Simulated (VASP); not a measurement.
A run of VASP 6.6.1:

File INCAR:

```
PREC = Accurate ; ENCUT = 520
EDIFF = 1E-6 ; ISMEAR = -1
SIGMA = 0.04 ; LREAL = F
LASPH = T ; NELM = 60
ALGO = Normal ; ISIF = 2
LWAVE = F ; LCHARG = F
GGA = PE ; NBANDS = 20
```

The input KPOINTS:

```
regular mesh
0
Gamma
  4 4 4
```

The input POSCAR:

```
PbO2
1.0
    0.0000000000      2.7019920000      2.7019920000
    2.7019920000      0.0000000000      2.7019920000
    2.7019920000      2.7019920000      0.0000000000
Pb O
1 2
Direct
    0.0000000000      0.0000000000      0.0000000000
    0.7500000000      0.7500000000      0.7500000000
    0.2500000000      0.2500000000      0.2500000000
```

Potentials or basis: VASP PAW PBE potentials, release 64 (Pb_d, O).

Run with:

```sh
$ cat potpaw_PBE.64/Pb_d/POTCAR potpaw_PBE.64/O/POTCAR > POTCAR
$ mpirun -np 1 vasp_std > vasp.out
```

Hardware: 1 thread of Intel(R) Xeon(R) Platinum 8488C (Sapphire Rapids), on a shared host.

Problem. Estimate the wall time of this run.

Solution. Run time: 7.7 s on 1 thread of Intel(R) Xeon(R) Platinum 8488C (Sapphire Rapids), on a shared host, peak memory 0.15 GiB. Counts: scf iterations 13, k points 8.
